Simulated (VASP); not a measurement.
# FeNi3 (P4/mmm) in VASP: single point with PBE

Aim: the single point of FeNi3 with PBE.

Program: VASP 6.6.1. These are calculated values, not measurements. Logs are shortened: lines on timing, memory, paths and dates and some standing lists are left out, and cuts for length are marked.

### Step 1. The cell of the first run

It takes space group P4/mmm (No. 123, tetragonal). The conventional cell has a = 3.473 Å, b = 3.473 Å, c = 3.586 Å, α = 90.00°, β = 90.00°, γ = 90.00°. Fe (site symmetry 4/mmm) has 12 Ni at 2.46 to 2.50 Å within 3.2 Å. Within 3.2 Å of Ni (site symmetry mmm) lie 8 Ni at 2.46 to 2.50 Å and 4 Fe at 2.50 Å. Ni (site symmetry 4/mmm) has 4 Fe at 2.46 Å and 8 Ni at 2.50 Å within 3.2 Å.

### Step 2. Single point, PBE, collinear spin, ferromagnetic start (biaxial strain in the a-b plane: -2.0 %)

Contents of INCAR:

```
SYSTEM = FeNi3
  ALGO = Normal
  EDIFF = 1E-6
  ENCUT = 600
  GGA = PE
  GGA_COMPAT = .False.
  ISIF = 2
  ISMEAR = 0
  ISPIN = 2
  KPAR = 4
  LASPH = .True.
  LCHARG = .False.
  LMAXMIX = 4
  LORBIT = 11
  LREAL = .False.
  LWAVE = .False.
  MAGMOM = 3.2 0.75 0.75 0.75
  NBANDS = 31
  NELM = 200
  PREC = Accurate
  SIGMA = 0.1
```

Contents of KPOINTS:

```
k-points
0
Gamma
  14 14 14
  0 0 0
```

Contents of POSCAR:

```
FeNi3
1.0
    3.4728306404      0.0000000000      0.0000000000
    0.0000000000      3.4728306404      0.0000000000
    0.0000000000      0.0000000000      3.5862291919
Fe Ni
1 3
Direct
    0.0000000000      0.0000000000      0.0000000000
    0.0000000000      0.5000000000      0.5000000000
    0.5000000000      0.5000000000      0.0000000000
    0.5000000000      0.0000000000      0.5000000000
```

Potentials or basis: VASP PAW PBE potentials, release 64 (Fe, Ni).

On the command line:

```sh
$ cat potpaw_PBE.64/Fe/POTCAR potpaw_PBE.64/Ni/POTCAR > POTCAR
$ mpirun -np 4 vasp_std > vasp.out
```

OUTCAR:

```text
SYSTEM = FeNi3
   EDIFF = 1E-6
   ENCUT = 600
   GGA = PE
   ISIF = 2
   ISMEAR = 0
   ISPIN = 2
   LASPH = .True.
   LORBIT = 11
   LREAL = .False.
   NELM = 200
   PREC = Accurate

 ion  position               nearest neighbor table
   1  0.000  0.000  0.000-   3 2.46   3 2.46   3 2.46   3 2.46   4 2.50   2 2.50   2 2.50   2 2.50
                             4 2.50   4 2.50   4 2.50   2 2.50
   2  0.000  0.500  0.500-   4 2.46   4 2.46   4 2.46   4 2.46   3 2.50   1 2.50   3 2.50   1 2.50
                             3 2.50   1 2.50   3 2.50   1 2.50
   3  0.500  0.500  0.000-   1 2.46   1 2.46   1 2.46   1 2.46   4 2.50   2 2.50   4 2.50   4 2.50
                             4 2.50   2 2.50   2 2.50   2 2.50
   4  0.500  0.000  0.500-   2 2.46   2 2.46   2 2.46   2 2.46   3 2.50   1 2.50   3 2.50   3 2.50
                             1 2.50   3 2.50   1 2.50   1 2.50

  LATTYP: Found a simple tetragonal cell.
 ALAT       =     3.4728306404
 C/A-ratio  =     1.0326530612

  Lattice vectors:

 A1 = (   3.4728306404,   0.0000000000,   0.0000000000)
 A2 = (   0.0000000000,   3.4728306404,   0.0000000000)
 A3 = (   0.0000000000,   0.0000000000,   3.5862291919)

Analysis of symmetry for initial positions (statically):
=====================================================================
 Subroutine PRICEL returns:
 Original cell was already a primitive cell.

 Routine SETGRP: Setting up the symmetry group for a
 simple tetragonal supercell.

 Subroutine GETGRP returns: Found 16 space group operations
 (whereof 16 operations were pure point group operations)
 out of a pool of 16 trial point group operations.

The static configuration has the point symmetry D_4h.

Analysis of symmetry for dynamics (positions and initial velocities):
=====================================================================
 Subroutine PRICEL returns:
 Original cell was already a primitive cell.

 Routine SETGRP: Setting up the symmetry group for a
 simple tetragonal supercell.

 Subroutine GETGRP returns: Found 16 space group operations
 (whereof 16 operations were pure point group operations)
 out of a pool of 16 trial point group operations.

The dynamic configuration has the point symmetry D_4h.

Analysis of structural, dynamic, and magnetic symmetry:
=====================================================================
 Subroutine PRICEL returns:
 Original cell was already a primitive cell.

 Routine SETGRP: Setting up the symmetry group for a
 simple tetragonal supercell.

 Subroutine GETGRP returns: Found 16 space group operations
 (whereof 16 operations were pure point group operations)
 out of a pool of 16 trial point group operations.

The overall configuration has the point symmetry D_4h.

 Subroutine INISYM returns: Found 16 space group operations
 (whereof 16 operations are pure point group operations),
 and found     1 'primitive' translations

----------------------------------------------------------------------------------------

                                     Primitive cell

  volume of cell :      43.2519

  direct lattice vectors                    reciprocal lattice vectors
     3.472830640  0.000000000  0.000000000     0.287949544  0.000000000  0.000000000
     0.000000000  3.472830640  0.000000000     0.000000000  0.287949544  0.000000000
     0.000000000  0.000000000  3.586229192     0.000000000  0.000000000  0.278844420

  length of vectors
     3.472830640  3.472830640  3.586229192     0.287949544  0.287949544  0.278844420

  position of ions in fractional coordinates (direct lattice)
     0.000000000  0.000000000  0.000000000
     0.000000000  0.500000000  0.500000000
     0.500000000  0.500000000  0.000000000
     0.500000000  0.000000000  0.500000000

  ion indices of the primitive-cell ions
   primitive index   ion index
                 1           1
                 2           2
                 3           3
                 4           4

----------------------------------------------------------------------------------------

 KPOINTS: k-points

Automatic generation of k-mesh.
 Grid dimensions read from file:
 generate k-points for:   14   14   14

 Generating k-lattice:

  Cartesian coordinates                     Fractional coordinates (reciprocal lattice)
     0.020567825  0.000000000  0.000000000     0.071428571  0.000000000  0.000000000
     0.000000000  0.020567825  0.000000000     0.000000000  0.071428571  0.000000000
     0.000000000  0.000000000  0.019917459     0.000000000  0.000000000  0.071428571

  Length of vectors
     0.020567825  0.020567825  0.019917459

  Shift w.r.t. Gamma in fractional coordinates (k-lattice)
     0.000000000  0.000000000  0.000000000

 Subroutine IBZKPT returns following result:
 ===========================================

 Found    288 irreducible k-points:

 Following reciprocal coordinates:
            Coordinates               Weight
  0.000000  0.000000  0.000000      1.000000
  0.071429  0.000000  0.000000      4.000000
  0.142857  0.000000  0.000000      4.000000
  0.214286  0.000000  0.000000      4.000000
  0.285714  0.000000  0.000000      4.000000
  0.357143  0.000000  0.000000      4.000000
[... 16 lines left out ...]
  0.285714  0.214286  0.000000      8.000000
  0.357143  0.214286  0.000000      8.000000
 [... further k-points ...]
   k-points           NKPTS =    288   k-points in BZ     NKDIM =    288   number of bands    NBANDS=     31
   number of dos      NEDOS =    301   number of ions     NIONS =      4
   total plane-waves  NPLWV =  23520
   dimension x,y,z NGX =    28 NGY =   28 NGZ =   30
   dimension x,y,z NGXF=    56 NGYF=   56 NGZF=   60
   ions per type =               1   3
   NGX,Y,Z   is equivalent  to a cutoff of  13.40, 13.40, 13.91 a.u.
   NGXF,Y,Z  is equivalent  to a cutoff of  26.81, 26.81, 27.81 a.u.
 SYSTEM =  FeNi3
   PREC   = accura    normal or accurate (medium, high low for compatibility)
   ISTART =      0    job   : 0-new  1-cont  2-samecut
   ICHARG =      2    charge: 1-file 2-atom 10-const
   ISPIN  =      2    spin polarized calculation?
   LNONCOLLINEAR =      F non collinear calculations
   LSORBIT =      F    spin-orbit coupling
   LASPH  =      T    aspherical Exc in radial PAW
   ENCUT  =  600.0 eV  44.10 Ry    6.64 a.u.   6.94  6.94  7.16*2*pi/ulx,y,z
   NELM   =    200;   NELMIN=  2; NELMDL= -5     # of ELM steps
   EDIFF  = 0.1E-05   stopping-criterion for ELM
   LREAL  =      F    real-space projection
   EDIFFG = 0.1E-04   stopping-criterion for IOM
   NSW    =      0    number of steps for IOM
   IBRION =     -1    ionic relax: 0-MD 1-quasi-New 2-CG
   NFREE  =      0    steps in history (QN), initial steepest desc. (CG)
   ISIF   =      2    stress and relaxation
   ISYM   =      2    0-nonsym 1-usesym 2-fastsym
   POTIM  = 0.5000    time-step for ionic-motion
   TEBEG  =    0.0;   TEEND  =   0.0 temperature during run
   PSTRESS=    0.0 pullay stress
   NELECT =      38.0000    total number of electrons
   NUPDOWN=      -1.0000    fix difference up-down
   EMIN   =  10.00;   EMAX   =-10.00  energy-range for DOS
   EFERMI =   0.00;   METHOD = LEGACY
   ISMEAR =     0;   SIGMA  =   0.10  broadening in eV -4-tet -1-fermi 0-gaus
   EFERMI_NEDOS =   21; number of points for ismear=-14 and -15
   IALGO  =     38    algorithm
   IMIX   =      4    mixing-type and parameters
     AMIX     =   0.40;   BMIX     =  1.00
     AMIX_MAG =   1.60;   BMIX_MAG =  1.00
  volume/ion in A,a.u.               =      10.81        72.97
  Fermi-wavevector in a.u.,A,eV,Ry     =   1.567957  2.963010 33.449796  2.458491
  Thomas-Fermi vector in A             =   2.670060
   LORBIT       =     11    0 simple, 1 ext, 2 COOP (PROOUT), +10 PAW based schemes
   GGA     = PE    functional components
   LHFCALC =     F    Hartree Fock is set to
   AEXX    =    0.0000 exact exchange contribution
   IVDW    =     0    specifies the selected vdW correction
   LEPSILON=     F    determine dielectric tensor
   LRPA    =     F    only Hartree local field effects (RPA)
 spin polarized calculation
 Gauss-broadening in eV      SIGMA  =   0.10
  energy-cutoff  :      600.00
  volume of cell :       43.25
 maximum number of plane-waves:      1464
 NGX is ok and might be reduce to    28
   NGX = 13   NGY = 13   NGZ = 15

 number of electron      37.9999975 magnetization       4.7606154

 Free energy of the ion-electron system (eV)
  ---------------------------------------------------
  ext. energy  EPLUGINS =         0.00000000
  ---------------------------------------------------
  free energy    TOTEN  =       -24.97216061 eV

  energy without entropy =      -24.95709918  energy(sigma->0) =      -24.96462989

 E-fermi :   8.9569     XC(G=0): -13.3154

 val. band max:        8.9564713059   @ k =   0.2857   0.2857   0.5000
 cond. band min:       8.9574599868   @ k =   0.4286   0.2857   0.2857
 fundamental gap:      0.0009886809
 Fermi energy:         8.9568900487

 spin component 1

 k-point     1 :       0.0000    0.0000    0.0000
  band No.  band energies     occupation
      1      -0.3049      1.00000
      2       3.4983      1.00000
      3       3.5157      1.00000
      4       4.1628      1.00000
      5       4.2609      1.00000
      6       4.2609      1.00000
[... 23 lines left out ...]
     30      23.3596      0.00000
     31      23.6400      0.00000

 k-point     2 :       0.0714    0.0000    0.0000
  band No.  band energies     occupation
      1      -0.2358      1.00000
      2       3.5245      1.00000
      3       3.5486      1.00000
      4       4.1886      1.00000
      5       4.2827      1.00000
      6       4.2829      1.00000
[... 23 lines left out ...]
     30      23.3951      0.00000
     31      23.5877      0.00000

 k-point     3 :       0.1429    0.0000    0.0000
  band No.  band energies     occupation
      1      -0.0301      1.00000
      2       3.5908      1.00000
      3       3.6454      1.00000
      4       4.2653      1.00000
      5       4.3469      1.00000
      6       4.3490      1.00000
[... 703 lines left out ...]
     30      22.7850      0.00000
     31      22.8172      0.00000

 k-point    24 :       0.3571    0.2143    0.0000
  band No.  band energies     occupation
      1       1.8587      1.00000
      2       3.9203      1.00000
      3       4.3746      1.00000
      4       4.8159      1.00000
      5       4.8778      1.00000
      6       4.9733      1.00000
[... 23 lines left out ...]
     30      23.1199      0.00000
     31      23.5416      0.00000

 [... further k-points ...]

 spin component 2

 k-point     1 :       0.0000    0.0000    0.0000
  band No.  band energies     occupation
      1      -0.2581      1.00000
      2       4.5059      1.00000
      3       4.5447      1.00000
      4       4.5540      1.00000
      5       5.2446      1.00000
      6       5.2446      1.00000
[... 23 lines left out ...]
     30      23.3764      0.00000
     31      23.9898      0.00000

 k-point     2 :       0.0714    0.0000    0.0000
  band No.  band energies     occupation
      1      -0.1889      1.00000
      2       4.5448      1.00000
      3       4.5510      1.00000
      4       4.5888      1.00000
      5       5.2657      1.00000
      6       5.2686      1.00000
[... 23 lines left out ...]
     30      23.3822      0.00000
     31      23.8923      0.00000

 k-point     3 :       0.1429    0.0000    0.0000
  band No.  band energies     occupation
      1       0.0172      1.00000
      2       4.5416      1.00000
      3       4.6610      1.00000
      4       4.7032      1.00000
      5       5.3295      1.00000
      6       5.3396      1.00000
[... 703 lines left out ...]
     30      23.0867      0.00000
     31      23.1686      0.00000

 k-point    24 :       0.3571    0.2143    0.0000
  band No.  band energies     occupation
      1       1.9346      1.00000
      2       4.3968      1.00000
      3       5.3641      1.00000
      4       5.5822      1.00000
      5       5.8588      1.00000
      6       5.8624      1.00000
[... 23 lines left out ...]
     30      23.4399      0.00000
     31      23.8335      0.00000

 [... further k-points ...]

------------------------ aborting loop because EDIFF is reached ----------------------------------------

  FORCE on cell =-STRESS in cart. coord.  units (eV):
  Direction    XX          YY          ZZ          XY          YZ          ZX
  --------------------------------------------------------------------------------------
  -------------------------------------------------------------------------------------
  Total        2.0075057      2.0075057      0.8021488      0.0000000      0.0000000     -0.0000000
  in kB       74.3638947     74.3638947     29.7139425      0.0000000      0.0000000     -0.0000000
  external PRESSURE =      59.4805773 kB  Pullay stress =       0.0000000 kB

 VOLUME and BASIS-vectors are now :
 -----------------------------------------------------------------------------
  energy-cutoff  :      600.00
  volume of cell :       43.25
      direct lattice vectors                 reciprocal lattice vectors
     3.472830640  0.000000000  0.000000000     0.287949544  0.000000000  0.000000000
     0.000000000  3.472830640  0.000000000     0.000000000  0.287949544  0.000000000
     0.000000000  0.000000000  3.586229192     0.000000000  0.000000000  0.278844420

 POSITION                                       TOTAL-FORCE (eV/Angst)
 -----------------------------------------------------------------------------------
      0.00000      0.00000      0.00000         0.000000      0.000000      0.000000
      0.00000      1.73642      1.79311         0.000000      0.000000      0.000000
      1.73642      1.73642      0.00000         0.000000      0.000000      0.000000
      1.73642      0.00000      1.79311         0.000000      0.000000      0.000000
 -----------------------------------------------------------------------------------
    total drift:                                0.000000      0.000000      0.000000

  FREE ENERGIE OF THE ION-ELECTRON SYSTEM (eV)
  ---------------------------------------------------
  free  energy   TOTEN  =       -24.9721606074 eV

  energy  without entropy=      -24.9570991769  energy(sigma->0) =      -24.96462989

 total charge

# of ion       s       p       d       tot
------------------------------------------
    1        0.485   0.526   6.137   7.148
    2        0.516   0.535   8.338   9.389
    3        0.518   0.538   8.335   9.391
    4        0.516   0.535   8.338   9.389
--------------------------------------------------
tot          2.035   2.134  31.147  35.316

 magnetization (x)

# of ion       s       p       d       tot
------------------------------------------
    1        0.012   0.001   2.862   2.875
    2       -0.015  -0.044   0.684   0.625
    3       -0.015  -0.043   0.708   0.650
    4       -0.015  -0.044   0.684   0.625
--------------------------------------------------
tot         -0.034  -0.129   4.939   4.776
```

It took 2.9 min on 4 MPI ranks of AMD EPYC 9R45 (Zen 5), shared host; peak memory 0.69 GiB.

Results:

```
Free energy                                           : -24.9722 eV
Pressure                                              : 5.9 GPa
Net moment                                            : 4.76 μB per cell
Site moments                                          : Fe +2.88; Ni +0.62, +0.65 (each value once) μB
Valence electrons inside the program's atomic spheres : Fe 7.15; Ni 9.39
```

Caveat: the cell differs from its parent crystal (biaxial strain in the a-b plane: -2.0 %); the cell stands under pressure.
